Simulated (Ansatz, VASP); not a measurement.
## One calculation of InGa2N3, two programs

```
In Ga N
1.0
     3.01394    0.00000    0.00000
     0.00000    3.01394    0.00000
     0.00000    0.00000    9.83666
In Ga N
1 2 3
Direct
  0.50000 0.50000 0.00000
  0.50000 0.00000 0.60256
  0.00000 0.50000 0.39744
  0.50000 0.00000 0.38940
  0.00000 0.50000 0.61060
  0.00000 0.00000 0.00000
```

Change from the starting cell: species swapped into the Hf2GaSb3 type (P-4m2, No. 115).

Alike in both runs: functional PBE; k mesh 12 × 12 × 4; occupations gaussian, width 0.1 eV; no spin polarisation.

Ansatz relaxed the structure, and its values are those at the end. VASP's run is a single point on that final structure, the one shown.

```csv
,VASP,Ansatz
version,VASP 6.6.1,Ansatz 0.2.0
potentials or method,"VASP PAW PBE potentials, release 64 (In_d, Ga_d, N), cutoff 520 eV","scalar-relativistic, plane waves, PAW"
valence electrons in the cell,54,54
```

|  | VASP | Ansatz | Ansatz less VASP |
| --- | --- | --- | --- |
| gap on the k mesh at the Fermi level (eV) | none | none | - |
| pressure (GPa) | 0.4 | 0.0 | -0.35 |
| rms of the force components (eV/Å) | 0.015 | 0.000 | -0.0149 |

A gap of «none» marks a metal or a gap that the smearing closes. The functional is the same, so the differences come from potentials, cutoffs and numerics.
